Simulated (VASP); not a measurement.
# CuI (I-4m2) in VASP: notebook, part 2 of 2

VASP 6.6.1. The steps go on from the part before.

## Step 4: Single point, r2SCAN (uniaxial z strain -2.5%)

POSCAR reads:

```
CuI
1.0
    0.0000000000      3.0120291147      2.9367283868
    3.0120291147      0.0000000000      2.9367283868
    3.0120291147      3.0120291147      0.0000000000
Cu I
1 1
Direct
    0.0000000000      0.0000000000      0.0000000000
    0.2500000000      0.2500000000      0.2500000000
```

INCAR.step1 reads:

```
SYSTEM = CuI
PREC = Accurate ; ENCUT = 520
ISMEAR = 0 ; SIGMA = 0.01
LREAL = .FALSE. ; LASPH = .TRUE.
NELM = 80 ; NBANDS = 16
GGA = PE ; ALGO = Normal
EDIFF = 1E-4 ; LWAVE = .TRUE.
LCHARG = .FALSE.
```

INCAR.step2 reads:

```
SYSTEM = CuI
PREC = Accurate ; ENCUT = 520
EDIFF = 1E-7 ; ISMEAR = 0
SIGMA = 0.01 ; LREAL = .FALSE.
LASPH = .TRUE. ; NELM = 80
ALGO = Normal ; ISIF = 2
LWAVE = .FALSE. ; LCHARG = .TRUE.
METAGGA = R2SCAN ; LMIXTAU = .TRUE.
LELF = .TRUE. ; LVHAR = .TRUE.
NBANDS = 16 ; ISTART = 1
```

KPOINTS reads:

```
Automatic mesh
0
G
  8 8 8
  0 0 0
```

Potentials or basis: VASP PAW PBE potentials, release 64 (Cu, I).

Run with:

```sh
$ cat potpaw_PBE.64/Cu/POTCAR potpaw_PBE.64/I/POTCAR > POTCAR
$ cp INCAR.step1 INCAR
$ mpirun -np 1 vasp_std > vasp.out
$ cp INCAR.step2 INCAR
$ mpirun -np 1 vasp_std > vasp.out
```

OUTCAR:

```text
SYSTEM = CuI
   PREC = Accurate
   ENCUT = 520
   EDIFF = 1E-7
   ISMEAR = 0
   LREAL = .FALSE.
   LASPH = .TRUE.
   NELM = 80
   ISIF = 2
   METAGGA = R2SCAN
   ISTART = 1

 ion  position               nearest neighbor table
   1  0.000  0.000  0.000-   2 2.59   2 2.59   2 2.59   2 2.59
   2  0.250  0.250  0.250-   1 2.59   1 2.59   1 2.59   1 2.59

  LATTYP: Found a body centered tetragonal cell.
 ALAT       =     4.2596524243
 C/A-ratio  =     1.3788582233

  Lattice vectors:

 A1 = (   0.0000000000,  -3.0120291147,  -2.9367283868)
 A2 = (   0.0000000000,   3.0120291147,  -2.9367283868)
 A3 = (   3.0120291147,   0.0000000000,   2.9367283868)

Analysis of symmetry for initial positions (statically):
=====================================================================
 Subroutine PRICEL returns:
 Original cell was already a primitive cell.

 Routine SETGRP: Setting up the symmetry group for a
 body centered tetragonal supercell.

 Subroutine GETGRP returns: Found  8 space group operations
 (whereof  8 operations were pure point group operations)
 out of a pool of 16 trial point group operations.

The static configuration has the point symmetry D_2d.

Analysis of symmetry for dynamics (positions and initial velocities):
=====================================================================
 Subroutine PRICEL returns:
 Original cell was already a primitive cell.

 Routine SETGRP: Setting up the symmetry group for a
 body centered tetragonal supercell.

 Subroutine GETGRP returns: Found  8 space group operations
 (whereof  8 operations were pure point group operations)
 out of a pool of 16 trial point group operations.

The dynamic configuration has the point symmetry D_2d.

 Subroutine INISYM returns: Found  8 space group operations
 (whereof  8 operations are pure point group operations),
 and found     1 'primitive' translations

[... 106 lines left out ...]
   NUPDOWN=      -1.0000    fix difference up-down
   EMIN   =  10.00;   EMAX   =-10.00  energy-range for DOS
   EFERMI =   0.00;   METHOD = LEGACY
   ISMEAR =     0;   SIGMA  =   0.01  broadening in eV -4-tet -1-fermi 0-gaus
   EFERMI_NEDOS =   21; number of points for ismear=-14 and -15
   IALGO  =     38    algorithm
   IMIX   =      4    mixing-type and parameters
     AMIX     =   0.40;   BMIX     =  1.00
     AMIX_MAG =   1.60;   BMIX_MAG =  1.00
  volume/ion in A,a.u.               =      26.64       179.80
  Fermi-wavevector in a.u.,A,eV,Ry     =   1.140149  2.154569 17.686756  1.299940
  Thomas-Fermi vector in A             =   2.276852
   LORBIT       =      0    0 simple, 1 ext, 2 COOP (PROOUT), +10 PAW based schemes
   METAGGA = R2SCAN    functional components
   LHFCALC =     F    Hartree Fock is set to
   AEXX    =    0.0000 exact exchange contribution
   IVDW    =     0    specifies the selected vdW correction
   LEPSILON=     F    determine dielectric tensor
   LRPA    =     F    only Hartree local field effects (RPA)
 non-spin polarized calculation
 Gauss-broadening in eV      SIGMA  =   0.01
  energy-cutoff  :      520.00
  volume of cell :       53.29
 maximum number of plane-waves:      1456
   NGX = 15   NGY = 15   NGZ = 15

 number of electron      18.0000001 magnetization

 Free energy of the ion-electron system (eV)
  ---------------------------------------------------
  ext. energy  EPLUGINS =         0.00000000
  ---------------------------------------------------
  free energy    TOTEN  =       -35.78948037 eV

  energy without entropy =      -35.78948037  energy(sigma->0) =      -35.78948037

 E-fermi :   4.8559     XC(G=0):  -9.6718

 val. band max:        4.7803280324   @ k =   0.0000   0.0000   0.0000
 cond. band min:       6.5015814745   @ k =   0.0000   0.0000   0.0000
 fundamental gap:      1.7212534422
 Fermi energy:         4.8558536563

 k-point     1 :       0.0000    0.0000    0.0000
  band No.  band energies     occupation
      1     -10.0198      2.00000
      2       0.7359      2.00000
      3       0.7360      2.00000
      4       0.7659      2.00000
      5       2.7147      2.00000
      6       2.7366      2.00000
[... 433 lines left out ...]
      3       0.6267      2.00000
      4       0.7576      2.00000
      5       2.6764      2.00000
      6       2.7635      2.00000
[... 8 lines left out ...]
     15      15.0585      0.00000
     16      15.5638      0.00000

 [... further k-points ...]
[... 5 lines left out ...]
  --------------------------------------------------------------------------------------
  -------------------------------------------------------------------------------------
  Total        0.3235187      0.3235187      0.4644214      0.0000000      0.0000000      0.0000000
  in kB        9.7274255      9.7274255     13.9640277      0.0000000      0.0000000      0.0000000
  external PRESSURE =      11.1396262 kB  Pullay stress =       0.0000000 kB

 VOLUME and BASIS-vectors are now :
 -----------------------------------------------------------------------------
  energy-cutoff  :      520.00
  volume of cell :       53.29
      direct lattice vectors                 reciprocal lattice vectors
     0.000000000  3.012029115  2.936728387    -0.166001051  0.166001051  0.170257489
     3.012029115  0.000000000  2.936728387     0.166001051 -0.166001051  0.170257489
     3.012029115  3.012029115  0.000000000     0.166001051  0.166001051 -0.170257489

 POSITION                                       TOTAL-FORCE (eV/Angst)
 -----------------------------------------------------------------------------------
      0.00000      0.00000      0.00000        -0.000000     -0.000000      0.000000
      1.50601      1.50601      1.46836         0.000000      0.000000      0.000000
 -----------------------------------------------------------------------------------
    total drift:                                0.000020      0.000020      0.000000

  FREE ENERGIE OF THE ION-ELECTRON SYSTEM (eV)
  ---------------------------------------------------
  free  energy   TOTEN  =       -35.7894803677 eV

  energy  without entropy=      -35.7894803677  energy(sigma->0) =      -35.78948037
```

Run time: 2.2 min. Hardware: 1 thread of Intel Xeon Platinum 8259CL at 2.50GHz (Skylake/Cascade Lake), shared host; peak memory 0.21 GiB.

Results:

```
Free energy            : -35.7895 eV
Pressure               : 1.1 GPa
Band gap on the k mesh : 1.72 eV
```

Stress tensor (GPa, compression positive):
```
0.97 0.00 0.00
0.00 0.97 0.00
0.00 0.00 1.40
```

Levels at points of the mesh, in eV from the valence-band top:
| k point | band 7 | band 8 | band 9 | band 10 | band 11 | band 12 |
| --- | --- | --- | --- | --- | --- | --- |
| (0.00, 0.00, 0.00) | -0.04 | -0.04 | 0.00 | 1.72 | 5.15 | 5.15 |
| (0.50, 0.00, 0.00) | -1.98 | -0.84 | -0.79 | 2.55 | 5.59 | 5.79 |
| (0.50, 0.50, 0.00) | -1.95 | -1.69 | -1.69 | 2.75 | 3.00 | 10.26 |
| (0.50, 0.00, 0.50) | -1.95 | -1.71 | -1.66 | 2.87 | 3.20 | 10.03 |

Caveat: the cell differs from its parent crystal (uniaxial z strain -2.5%); the PAW data sets were made with another functional, which shifts forces and pressure a little; spin-orbit coupling is left out, which moves the levels of the heavy elements.

## Step 5: The runs side by side

```tsv
level	cell	smearing	gap on the mesh (eV)	pressure (GPa)
PBE	a = 4.207, b = 4.207, c = 4.260 Å, angles 59.6, 59.6, 60.8°, 2 atoms	fermi-dirac 0.02 eV	1.24	2.3
PBE	a = 4.260, b = 4.302, c = 4.302 Å, angles 59.3, 60.3, 60.3°, 2 atoms	fermi-dirac 0.02 eV	1.13	0.3
r2SCAN	a = 4.207, b = 4.207, c = 4.260 Å, angles 59.6, 59.6, 60.8°, 2 atoms	gaussian 0.01 eV	1.72	1.1
```

Alike in all rows: task single point; potentials or basis VASP PAW PBE potentials, release 64 (Cu, I); no spin polarisation; k mesh 8 × 8 × 8; cutoff (eV) 520.

Caveats: spin-orbit coupling is left out, which moves the levels of the heavy elements; the PAW data sets were made with another functional, which shifts forces and pressure a little (at least some runs).

Total energies depend on the potentials used, so only differences within one code and one set of settings carry meaning.
